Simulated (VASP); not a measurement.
**In2Au: electric field gradients with LDA**

Crystal: In2Au.

```
In Au
1.0
     0.00000    3.22918    3.22918
     3.22918    0.00000    3.22918
     3.22918    3.22918    0.00000
In Au
2 1
Direct
  0.25000 0.25000 0.25000
  0.75000 0.75000 0.75000
  0.00000 0.00000 0.00000
```

```yaml
Program: VASP 6.6.1
Task: electric field gradients
Functional: LDA
Potentials_or_basis: VASP PAW LDA potentials, release 64 (In_d, Au)
Cutoff: 520 eV
k_mesh: 10 × 10 × 10
Occupations: fermi-dirac, width 0.05 eV
Spin: no spin polarisation
Dipole_correction: no
Further_INCAR_settings: ALGO = Normal; EDIFF = 1e-08; NBANDS = 26
```

| Item | Value |
| --- | --- |
| Pressure | 0.3 GPa |
| Band gap on the k mesh | zero (an odd number of electrons rules out a gap without spin polarisation) |
| Largest electric field gradient by atom | zero within the noise of the run |

Levels at points of the mesh, in eV from the Fermi level:
```csv
k point,band 16,band 17,band 18,band 19,band 20,band 21,band 22,band 23
"(0.00, 0.00, 0.00)",-4.85,0.30,3.14,3.14,3.14,3.82,3.82,3.82
"(0.50, 0.00, 0.00)",-4.87,-4.75,0.86,0.86,1.83,2.78,3.70,3.70
"(0.50, 0.50, 0.00)",-4.89,-4.30,-1.96,-1.96,-0.22,2.48,9.12,9.12
```

Wall time 30 s on 1 thread of Intel(R) Xeon(R) 6975P-C (Granite Rapids), on a shared host, peak memory 0.21 GiB.

Caveat: spin-orbit coupling is left out, which moves the levels of the heavy elements.
